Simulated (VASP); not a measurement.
Input of a VASP 6.6.1 run:

File INCAR:

```
SYSTEM = WS2
PREC = Accurate ; ENCUT = 520
EDIFF = 1E-7 ; ISMEAR = 0
SIGMA = 0.05 ; LREAL = .False.
LASPH = .True. ; NELM = 60
ALGO = Normal ; ISIF = 2
LWAVE = .False. ; LCHARG = .False.
GGA = PS ; IVDW = 12
NBANDS = 20
```

The input KPOINTS:

```
regular mesh
0
Gamma
  12 12 12
  0 0 0
```

Contents of POSCAR:

```
WS2
1.0
    1.5790003843      0.9116362969      6.1633300000
   -1.5790003843      0.9116362969      6.1633300000
    0.0000000000     -1.8232725938      6.1633300000
W S
1 2
Direct
    0.0081124976      0.0081124976      0.0081124976
    0.7503000000      0.7503000000      0.7503000000
    0.5810000000      0.5810000000      0.5810000000
```

Potentials or basis: VASP PAW PBE potentials, release 64 (W_sv, S).

The run is started by

```sh
$ cat potpaw_PBE.64/W_sv/POTCAR potpaw_PBE.64/S/POTCAR > POTCAR
$ mpirun -np 1 vasp_std > vasp.out
```

(1) Predict the dispersion energy per atom.

(2) What does it give for the band gap on the k mesh?

(3) Predict the largest force.

(4) What does it give for the pressure?

Answers

(1) -0.384 eV.

(2) 0.51 eV (least direct gap 1.62 eV).

(3) 5.382 eV/Å.

(4) -1.3 GPa.

Caveat: the cell differs from its parent crystal (atom 1 (W) moved by (+0.000, +0.150) A along y and z); the PAW data sets were made with another functional, which shifts forces and pressure a little; spin-orbit coupling is left out, which moves the levels of the heavy elements.
